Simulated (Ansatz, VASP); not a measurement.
Two plane-wave programs on MgGaC4N4

```xyz
10
Lattice="3.6992 -3.7906 0.0000 3.6992 3.7906 0.0000 0.0000 0.0000 7.4908" Properties=species:S:1:pos:R:3 pbc="T T T"
Mg    3.6992    0.0000    3.7454
Ga    0.0000    0.0000    0.0000
C     5.9713    0.0000    6.0495
C     1.4271    0.0000    1.4413
C     5.9713    0.0000    1.4413
C     1.4271    0.0000    6.0495
N     5.1623    0.0000    5.2053
N     2.2361    0.0000    2.2855
N     5.1623    0.0000    2.2855
N     2.2361    0.0000    5.2053
```

Alike in both runs: functional PBE; k mesh 4 × 4 × 4; occupations gaussian, width 0.1 eV; no spin polarisation.

Ansatz relaxed the structure, and its values are those at the end. VASP's run is a single point on that final structure, the one shown.

|  | VASP | Ansatz |
| --- | --- | --- |
| version | VASP 6.6.1 | Ansatz 0.2.0 |
| potentials or method | VASP PAW PBE potentials, release 64 (Mg, Ga_d, C, N), cutoff 520 eV | scalar-relativistic, plane waves, PAW |
| valence electrons in the cell | 51 | 59 |

```tsv
	VASP	Ansatz	Ansatz less VASP
gap on the k mesh at the Fermi level (eV)	none	none	-
pressure (GPa)	0.6	0.3	-0.32
rms of the force components (eV/Å)	0.218	0.010	-0.2080
```

A gap of «none» marks a metal or a gap that the smearing closes. One of these differences is far larger than is usual between the two programs; its cause wasn't traced. VASP's potentials hold 51 valence electrons a cell and Ansatz's 59, so a difference there can come from the potentials and not from the codes.

Noted on VASP's run: the standard files for N, O and F lose accuracy on very short bonds.
